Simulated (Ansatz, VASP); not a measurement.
Two plane-wave programs on InSb

```
In Sb
1.0
     2.72660    0.00000    0.00000
     0.00000    2.72660    0.00000
     0.00000    0.00000    6.16839
In Sb
1 1
Direct
  0.00000 0.00000 0.00000
  0.00000 0.00000 0.50000
```

Alike in both runs: task single point; functional LDA; k mesh 16 × 16 × 8; occupations gaussian, width 0.15 eV; no spin polarisation.

|  | VASP | Ansatz |
| --- | --- | --- |
| version | VASP 6.6.1 | Ansatz 0.2.0 |
| potentials or method | VASP PAW LDA potentials, release 64 (In_d, Sb), cutoff 520 eV | scalar-relativistic, plane waves, PAW |
| valence electrons in the cell | 18 | 28 |

|  | VASP | Ansatz | Ansatz less VASP |
| --- | --- | --- | --- |
| gap on the k mesh at the Fermi level (eV) | none | none | - |
| pressure (GPa) | 18.3 | 17.8 | -0.57 |
| traceless stress, the component that is largest in VASP (GPa) | -16.95 | -16.65 | +0.297 |

Ansatz warns that its potentials were made for another functional, while VASP's fit it. LDA's correlation is that of Perdew and Zunger in VASP and of Perdew and Wang (1992) in Ansatz. A gap of «none» marks a metal or a gap that the smearing closes. VASP's potentials hold 18 valence electrons a cell and Ansatz's 28, so a difference there can come from the potentials and not from the codes.

Spin-orbit coupling is off throughout.
